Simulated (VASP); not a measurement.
# Ga16HO24 (a cell with a defect) (H interstitial hop between voids) in VASP: further runs

Ga16HO24 (a cell with a defect) (H interstitial hop between voids) is run at these levels: PBE; tasks: single point.

Program: VASP 6.6.1. These are calculated values, not measurements. Logs are shortened: lines on timing, memory, paths and dates and some standing lists are left out, and cuts for length are marked.

## (1) The cell of the first run

The cell holds a defect, 41 atoms: a = 5.399 Å, b = 10.798 Å, c = 10.798 Å, α = 55.86°, β = 55.86°, γ = 55.86°.

## (2) Single point, PBE

The input, INCAR:

```
SYSTEM = Ga16HO24
PREC = Accurate ; ENCUT = 520
EDIFF = 1E-7 ; ISMEAR = -1
SIGMA = 0.01 ; LREAL = Auto
LASPH = .TRUE. ; NELM = 80
ALGO = Normal ; ISIF = 2
LWAVE = .FALSE. ; LCHARG = .TRUE.
GGA = PE ; LELF = .TRUE.
LVHAR = .TRUE. ; NELECT = 354.0
NBANDS = 202
```

The input, KPOINTS:

```
Automatic mesh
0
G
  1 1 1
  0 0 0
```

The input, POSCAR:

```
Ga16HO24
1.0
    2.5289754500      1.4601046700      4.5413080100
   -5.0579508900      2.9202093400      9.0826160100
    0.0000000000     -5.8404185800      9.0826160400
Ga O H
16 24 1
Direct
    0.8696535402      0.4341298484      0.4267822930
    0.6354601906      0.3494160501      0.3175803891
    0.1477205856      0.0700263293      0.0689760592
    0.3621239955      0.1830713098      0.1784343830
    0.8532704943      0.4293438547      0.9309495704
    0.6467347099      0.3184556827      0.8237953433
    0.1391242394      0.0667313292      0.5730562556
    0.3622639985      0.1736562449      0.6748468265
    0.8518660278      0.8790323132      0.4507979866
    0.6250551407      0.8290116288      0.3092400667
    0.1440363848      0.5747638805      0.0710529638
    0.3493385933      0.6860676985      0.1749212318
    0.8561444778      0.9311324820      0.9225570474
    0.6447644540      0.8232095498      0.8189387012
    0.1594804495      0.5481904039      0.5845397620
    0.3521688170      0.6711054271      0.6836913513
    0.7559044983      0.2129419487      0.0334973860
    0.4469340254      0.0202186973      0.3782354392
    0.0570578019      0.3741712447      0.2302091380
    0.2604373469      0.2929788542      0.4619154151
    0.9150048482      0.1539024033      0.2635239352
    0.5482692406      0.4876730722      0.1180721774
    0.7534898085      0.2144702966      0.5324485067
    0.4513187053      0.0204056797      0.8764442712
    0.0573645597      0.3596540581      0.7369760133
    0.2455624165      0.2862958447      0.9709262364
    0.9526815458      0.1289475235      0.7664133101
    0.5537331498      0.4725572853      0.6240058835
    0.7483094773      0.7181027210      0.0358017893
    0.4519445322      0.5321855995      0.3772427695
    0.0439048928      0.8738691799      0.2315011607
    0.2509552496      0.7854699960      0.4688850145
    0.9483770122      0.6358015827      0.2683642282
    0.5392904759      0.9871239327      0.1160666930
    0.7643988217      0.6911470534      0.5441105507
    0.4502660352      0.5184177953      0.8822946434
    0.0545881738      0.8669892703      0.7288396463
    0.2468627573      0.7898391937      0.9630359842
    0.9496972764      0.6276852358      0.7718050778
    0.5583014284      0.9747173734      0.6140743598
   -0.2452696654      0.1086873023      0.3613816823
```

Potentials or basis: VASP PAW PBE potentials, release 64 (Ga_d, O, H).

Launch:

```sh
$ cat potpaw_PBE.64/Ga_d/POTCAR potpaw_PBE.64/O/POTCAR potpaw_PBE.64/H/POTCAR > POTCAR
$ mpirun -np 1 vasp_gam > vasp.out
```

OUTCAR:

```text
SYSTEM = Ga16HO24
   PREC = Accurate
   ENCUT = 520
   EDIFF = 1E-7
   ISMEAR = -1
   LREAL = Auto
   LASPH = .TRUE.
   NELM = 80
   ISIF = 2
   GGA = PE
   NELECT = 354.0

 ion  position               nearest neighbor table
   1  0.870  0.434  0.427-  20 1.89  28 1.93  33 1.97  19 2.08  30 2.13  23 2.27   2 2.83
   2  0.635  0.349  0.318-  20 1.92  30 1.95  22 1.96  21 1.97  19 2.03  23 2.18   1 2.83  12 2.84

   3  0.148  0.070  0.069-  17 1.89  24 1.93  31 1.98  34 2.03  21 2.17  26 2.20
   4  0.362  0.183  0.178-  17 1.88  19 1.93  18 1.98  34 2.11  26 2.16  21 2.19
   5  0.853  0.429  0.931-  26 1.91  22 1.93  39 1.98  36 2.07  25 2.10  17 2.19  15 2.90   6 2.92

   6  0.647  0.318  0.824-  26 1.92  27 1.94  28 1.98  25 2.07  36 2.10  17 2.15   5 2.92
   7  0.139  0.067  0.573-  23 1.89  18 1.94  37 1.96  27 2.07  40 2.10  20 2.34   8 2.91
   8  0.362  0.174  0.675-  23 1.91  25 1.94  24 1.99  27 2.08  40 2.10  20 2.13   7 2.91
   9  0.852  0.879  0.451-  32 1.87  35 1.90  40 1.94  31 2.00  18 2.14  15 2.80  10 2.81
  10  0.625  0.829  0.309-  32 1.88  33 1.92  34 1.92  18 2.11  31 2.17  35 2.42   9 2.81
  11  0.144  0.575  0.071-  29 1.91  36 1.93  19 1.98  22 2.08  33 2.09  38 2.18  12 2.89
  12  0.349  0.686  0.175-  29 1.91  31 1.93  30 2.02  33 2.06  22 2.07  38 2.16   2 2.84  11 2.89

  13  0.856  0.931  0.923-  38 1.91  27 1.97  34 1.98  24 2.07  37 2.07  29 2.16  14 2.88
  14  0.645  0.823  0.819-  38 1.91  39 1.95  40 2.01  24 2.07  37 2.08  29 2.20  13 2.88
  15  0.159  0.548  0.585-  25 1.91  30 1.92  35 1.93  28 2.01  39 2.10  32 2.35   9 2.80  16 2.90
                             5 2.90
  16  0.352  0.671  0.684-  35 1.92  37 1.94  36 1.98  39 2.04  28 2.08  32 2.16  15 2.90
  17  0.756  0.213  0.033-   4 1.88   3 1.89   6 2.15   5 2.19
  18  0.447  0.020  0.378-   7 1.94   4 1.98  10 2.11   9 2.14
  19  0.057  0.374  0.230-   4 1.93  11 1.98   2 2.03   1 2.08
  20  0.260  0.293  0.462-   1 1.89   2 1.92   8 2.13   7 2.34
  21  0.915  0.154  0.264-  41 0.99   2 1.97   3 2.17   4 2.19
  22  0.548  0.488  0.118-   5 1.93   2 1.96  12 2.07  11 2.08
[... 16 lines left out ...]
  39  0.950  0.628  0.772-  14 1.95   5 1.98  16 2.04  15 2.10
  40  0.558  0.975  0.614-   9 1.94  14 2.01   7 2.10   8 2.10
  41  0.755  0.109  0.361-  21 0.99

  LATTYP: Found a base centered monoclinic cell.
 ALAT       =    14.7964817495
 B/A-ratio  =     0.6836693984
 C/A-ratio  =     0.3648959286
 COS(beta)  =    -0.0893299994

  Lattice vectors:

 A1 = (   7.5869263400,  -1.4601046700,  -4.5413080000)
 A2 = (   2.5289754500,   7.3005232500,  -4.5413080300)
 A3 = (   2.5289754500,   1.4601046700,   4.5413080100)

Analysis of symmetry for initial positions (statically):
=====================================================================
 Subroutine PRICEL returns:
 Original cell was already a primitive cell.

 Routine SETGRP: Setting up the symmetry group for a
 base centered monoclinic supercell.

 Subroutine GETGRP returns: Found  1 space group operations
 (whereof  1 operations were pure point group operations)
 out of a pool of  4 trial point group operations.

The static configuration has the point symmetry C_1 .

Analysis of symmetry for dynamics (positions and initial velocities):
=====================================================================
 Subroutine PRICEL returns:
 Original cell was already a primitive cell.

 Routine SETGRP: Setting up the symmetry group for a
 base centered monoclinic supercell.

 Subroutine GETGRP returns: Found  1 space group operations
 (whereof  1 operations were pure point group operations)
 out of a pool of  4 trial point group operations.

The dynamic configuration has the point symmetry C_1 .

 Subroutine INISYM returns: Found  1 space group operations
 (whereof  1 operations are pure point group operations),
 and found     1 'primitive' translations

----------------------------------------------------------------------------------------

                                     Primitive cell

  volume of cell :     402.4582

  direct lattice vectors                    reciprocal lattice vectors
     2.528975450  1.460104670  4.541308010     0.197708523  0.114147069  0.073400291
    -5.057950890  2.920209340  9.082616010    -0.098854261  0.057073535  0.036700146
     0.000000000 -5.840418580  9.082616040    -0.000000000 -0.114147069  0.036700146

  length of vectors
     5.399175948 10.798351883 10.798351880     0.239803703  0.119901852  0.119901852

  position of ions in fractional coordinates (direct lattice)
     0.869653540  0.434129848  0.426782293
     0.635460191  0.349416050  0.317580389
     0.147720586  0.070026329  0.068976059
     0.362123995  0.183071310  0.178434383
     0.853270494  0.429343855  0.930949570
     0.646734710  0.318455683  0.823795343
[... 33 lines left out ...]
     0.558301428  0.974717373  0.614074360
     0.754730335  0.108687302  0.361381682

  ion indices of the primitive-cell ions
   primitive index   ion index
                 1           1
                 2           2
                 3           3
                 4           4
                 5           5
                 6           6
[... 33 lines left out ...]
                40          40
                41          41

----------------------------------------------------------------------------------------

 KPOINTS: Automatic mesh

Automatic generation of k-mesh.
 Grid dimensions read from file:
 generate k-points for:    1    1    1

 Generating k-lattice:

  Cartesian coordinates                     Fractional coordinates (reciprocal lattice)
     0.197708523  0.114147069  0.073400291     1.000000000  0.000000000  0.000000000
    -0.098854261  0.057073535  0.036700146     0.000000000  1.000000000  0.000000000
    -0.000000000 -0.114147069  0.036700146     0.000000000  0.000000000  1.000000000

  Length of vectors
     0.239803703  0.119901852  0.119901852

  Shift w.r.t. Gamma in fractional coordinates (k-lattice)
     0.000000000  0.000000000  0.000000000

 Subroutine IBZKPT returns following result:
 ===========================================

 Found      1 irreducible k-points:

 Following reciprocal coordinates:
            Coordinates               Weight
  0.000000  0.000000  0.000000      1.000000
   k-points           NKPTS =      1   k-points in BZ     NKDIM =      1   number of bands    NBANDS=    202
   number of dos      NEDOS =    301   number of ions     NIONS =     41
   total plane-waves  NPLWV = 256000
   dimension x,y,z NGX =    40 NGY =   80 NGZ =   80
   dimension x,y,z NGXF=    80 NGYF=  160 NGZF=  160
   ions per type =              16  24   1
   NGX,Y,Z   is equivalent  to a cutoff of  12.32, 12.32, 12.32 a.u.
   NGXF,Y,Z  is equivalent  to a cutoff of  24.63, 24.63, 24.63 a.u.
 SYSTEM =  Ga16HO24
   PREC   = accura    normal or accurate (medium, high low for compatibility)
   ISTART =      0    job   : 0-new  1-cont  2-samecut
   ICHARG =      2    charge: 1-file 2-atom 10-const
   ISPIN  =      1    spin polarized calculation?
   LNONCOLLINEAR =      F non collinear calculations
   LSORBIT =      F    spin-orbit coupling
   LASPH  =      T    aspherical Exc in radial PAW
   ENCUT  =  520.0 eV  38.22 Ry    6.18 a.u.  10.04 20.08 20.08*2*pi/ulx,y,z
   NELM   =     80;   NELMIN=  2; NELMDL= -5     # of ELM steps
   EDIFF  = 0.1E-06   stopping-criterion for ELM
   LREAL  =      T    real-space projection
   EDIFFG = 0.1E-05   stopping-criterion for IOM
   NSW    =      0    number of steps for IOM
   IBRION =     -1    ionic relax: 0-MD 1-quasi-New 2-CG
   NFREE  =      0    steps in history (QN), initial steepest desc. (CG)
   ISIF   =      2    stress and relaxation
   ISYM   =      2    0-nonsym 1-usesym 2-fastsym
   POTIM  = 0.5000    time-step for ionic-motion
   TEBEG  =    0.0;   TEEND  =   0.0 temperature during run
   PSTRESS=    0.0 pullay stress
   NELECT =     354.0000    total number of electrons
   NUPDOWN=      -1.0000    fix difference up-down
   EMIN   =  10.00;   EMAX   =-10.00  energy-range for DOS
   EFERMI =   0.00;   METHOD = LEGACY
   ISMEAR =    -1;   SIGMA  =   0.01  broadening in eV -4-tet -1-fermi 0-gaus
   EFERMI_NEDOS =   21; number of points for ismear=-14 and -15
   IALGO  =     38    algorithm
   IMIX   =      4    mixing-type and parameters
     AMIX     =   0.40;   BMIX     =  1.00
     AMIX_MAG =   1.60;   BMIX_MAG =  1.00
  volume/ion in A,a.u.               =       9.82        66.24
  Fermi-wavevector in a.u.,A,eV,Ry     =   1.568564  2.964157 33.475691  2.460394
  Thomas-Fermi vector in A             =   2.670577
   LORBIT       =      0    0 simple, 1 ext, 2 COOP (PROOUT), +10 PAW based schemes
   GGA     = PE    functional components
   LHFCALC =     F    Hartree Fock is set to
   AEXX    =    0.0000 exact exchange contribution
   IVDW    =     0    specifies the selected vdW correction
   LEPSILON=     F    determine dielectric tensor
   LRPA    =     F    only Hartree local field effects (RPA)
 non-spin polarized calculation
  energy-cutoff  :      520.00
  volume of cell :      402.46
 maximum number of plane-waves:      5405
   NGX = 21   NGY = 41   NGZ = 41

 number of electron     354.0000007 magnetization

 Free energy of the ion-electron system (eV)
  ---------------------------------------------------
  ext. energy  EPLUGINS =         0.00000000
  ---------------------------------------------------
  free energy    TOTEN  =      -230.58848250 eV

  energy without entropy =     -230.58848250  energy(sigma->0) =     -230.58848250

 E-fermi :   6.7526     XC(G=0): -12.0304

 val. band max:        6.4344688866   @ k =   0.0000   0.0000   0.0000
 cond. band min:       9.6706652767   @ k =   0.0000   0.0000   0.0000
 fundamental gap:      3.2361963901
 Fermi energy:         6.7525623650

 k-point     1 :       0.0000    0.0000    0.0000
  band No.  band energies     occupation
      1     -15.0599      2.00000
      2     -14.3831      2.00000
      3     -13.7652      2.00000
      4     -13.7302      2.00000
      5     -13.6772      2.00000
      6     -13.5874      2.00000
[... 181 lines left out ...]
    188      10.7515      0.00000
    189      10.8046      0.00000
 [bands above 189 left out]

------------------------ aborting loop because EDIFF is reached ----------------------------------------

  FORCE on cell =-STRESS in cart. coord.  units (eV):
  Direction    XX          YY          ZZ          XY          YZ          ZX
  --------------------------------------------------------------------------------------
  -------------------------------------------------------------------------------------
  Total       38.5073661     43.6838196     33.6706257     -8.4542015      1.9950953     -5.2151906
  in kB      153.2969796    173.9043274    134.0420219    -33.6559907      7.9424307    -20.7615594
  external PRESSURE =     153.7477763 kB  Pullay stress =       0.0000000 kB

 VOLUME and BASIS-vectors are now :
 -----------------------------------------------------------------------------
  energy-cutoff  :      520.00
  volume of cell :      402.46
      direct lattice vectors                 reciprocal lattice vectors
     2.528975450  1.460104670  4.541308010     0.197708523  0.114147069  0.073400291
    -5.057950890  2.920209340  9.082616010    -0.098854261  0.057073535  0.036700146
     0.000000000 -5.840418580  9.082616040    -0.000000000 -0.114147069  0.036700146

 POSITION                                       TOTAL-FORCE (eV/Angst)
 -----------------------------------------------------------------------------------
      0.00353      0.04495     11.76870         0.001255     -0.011763      0.001854
     -0.16027      0.09340      8.94389        -0.003250      0.004095     -0.003228
      0.01939      0.01733      1.93335        -0.012713     -0.000651      0.000963
     -0.01016      0.02121      4.92793        -0.012872     -0.004827     -0.007144
     -0.01370     -2.93750     16.22999         0.005892     -0.006773      0.005356
      0.02484     -2.93705     13.31165         0.003277     -0.002694     -0.008634
[... 33 lines left out ...]
     -3.51814      0.07511     16.96580        -0.008783      0.009837      0.005751
      1.35896     -0.69125      7.69692        -0.013256     -0.102153     -0.033088
 -----------------------------------------------------------------------------------
    total drift:                                0.001669     -0.009590      0.005031

  FREE ENERGIE OF THE ION-ELECTRON SYSTEM (eV)
  ---------------------------------------------------
  free  energy   TOTEN  =      -230.5884825023 eV

  energy  without entropy=     -230.5884825023  energy(sigma->0) =     -230.58848250
```

It took 5.4 min on 1 thread of Intel Xeon Platinum 8488C (Sapphire Rapids), shared host; peak memory 0.54 GiB.

What came out:

| Quantity | Value |
| --- | --- |
| Free energy | -230.5885 eV |
| Largest force | 0.108 eV/Å |

Forces in eV/Å, atoms in the order of the input:
```
Ga   0.001 -0.012  0.002
Ga  -0.003  0.004 -0.003
Ga  -0.013 -0.001  0.001
Ga  -0.013 -0.005 -0.007
Ga   0.006 -0.007  0.005
Ga   0.003 -0.003 -0.009
Ga  -0.009  0.014  0.004
Ga  -0.001 -0.001  0.010
Ga  -0.004  0.015  0.019
Ga   0.014 -0.013  0.005
Ga  -0.005  0.005 -0.009
Ga   0.001  0.005  0.013
Ga   0.001 -0.007  0.013
Ga   0.006 -0.006 -0.007
Ga  -0.012  0.013 -0.004
Ga   0.002  0.012  0.012
O   -0.002  0.009  0.002
O    0.003  0.002  0.008
O    0.004  0.004  0.005
O    0.017 -0.019 -0.013
O    0.046  0.088  0.007
O    0.006  0.001 -0.004
O   -0.009  0.019  0.001
O   -0.003  0.002  0.000
O    0.003 -0.007  0.000
O    0.005 -0.013 -0.001
O   -0.003  0.002 -0.002
O    0.006 -0.001  0.003
O   -0.007  0.009 -0.002
O   -0.014  0.004  0.016
O   -0.006  0.001  0.001
O    0.003 -0.014  0.002
O   -0.002 -0.004  0.000
O   -0.001  0.007  0.004
O   -0.003 -0.007 -0.034
O   -0.001 -0.002 -0.002
O    0.006  0.003 -0.002
O    0.003 -0.006 -0.002
O   -0.005 -0.001 -0.006
O   -0.009  0.010  0.006
H   -0.013 -0.102 -0.033
```

Levels at points of the mesh, in eV from the Fermi level:
| k point | band 174 | band 175 | band 176 | band 177 | band 178 | band 179 | band 180 | band 181 |
| --- | --- | --- | --- | --- | --- | --- | --- | --- |
| (0.00, 0.00, 0.00) | -2.67 | -2.64 | -2.59 | -0.32 | 2.92 | 3.30 | 3.36 | 3.40 |

Caveat: the k points lie up to 1.51 Å⁻¹ apart; the cell carries a net charge on a neutralising background, which shifts energy and pressure; the cell is charged against a uniform background, so pressure and absolute levels hang on convention.

(Part 1 of 2 ends here.)
